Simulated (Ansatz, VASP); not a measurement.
Na2Cl in VASP and in Ansatz

```
Na Cl
1.0
     1.93404    1.11662    6.64004
    -1.93404    1.11662    6.64004
     0.00000   -2.23324    6.64004
Na Cl
2 1
Direct
  0.75214 0.75214 0.75214
  0.24786 0.24786 0.24786
  0.00000 0.00000 0.00000
```

Alike in both runs: functional PBEsol; k mesh 9 × 9 × 9; no spin polarisation.

Ansatz relaxed the structure, and its values are those at the end. VASP's run is a single point on that final structure, the one shown.

|  | VASP | Ansatz |
| --- | --- | --- |
| version | VASP 6.6.1 | Ansatz 0.2.0 |
| potentials or method | VASP PAW PBE potentials, release 64 (Na_pv, Cl), cutoff 520 eV | plane waves, PAW |
| occupations | gaussian, width 0.1 eV | gaussian |
| valence electrons in the cell | 21 | 25 |

|  | VASP | Ansatz | Ansatz less VASP |
| --- | --- | --- | --- |
| pressure (GPa) | 0.0 | 0.0 | -0.01 |

VASP's potentials were made for PBE, not for PBEsol. VASP's potentials hold 21 valence electrons a cell and Ansatz's 25, so a difference there can come from the potentials and not from the codes.
